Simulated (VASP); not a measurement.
The system is Pt.

```
CELL_PARAMETERS angstrom
0.00000 1.96090 1.96090
1.96090 0.00000 1.96090
1.96090 1.96090 0.00000
ATOMIC_POSITIONS crystal
Pt 0.00000 0.00000 0.00000
```

Base run:

| Quantity | Value |
| --- | --- |
| Program | VASP 6.6.1 |
| Functional | PBE |
| Potentials or basis | VASP PAW PBE potentials, release 64 (Pt) |
| Cutoff | 520 eV |
| k mesh | 12 × 12 × 12 |
| Occupations | methfessel-paxton, width 0.1 eV |
| Spin | no spin polarisation |

Its results: band gap on the k mesh zero (band 5 reaches 11.78 eV, above the bottom of band 6 at 9.54 eV); pressure 9.7 GPa.

Question: After a change of settings the same cell gave: band gap on the k mesh zero (band 5 reaches 11.83 eV, above the bottom of band 6 at 9.60 eV); pressure 12.7 GPa. Which change was it?
A. functional from PBE to RPBE
B. functional from PBE to revPBE
C. functional from PBE to LDA; potentials or basis from VASP PAW PBE potentials, release 64 (Pt) to VASP PAW LDA potentials, release 64 (Pt)

Answer: B.

revPBE binds less tightly than PBE, so the same cell stands under more pressure.

Caveats: spin-orbit coupling is left out, which moves the levels of the heavy elements; the PAW data sets were made with another functional, which shifts forces and pressure a little (some runs).
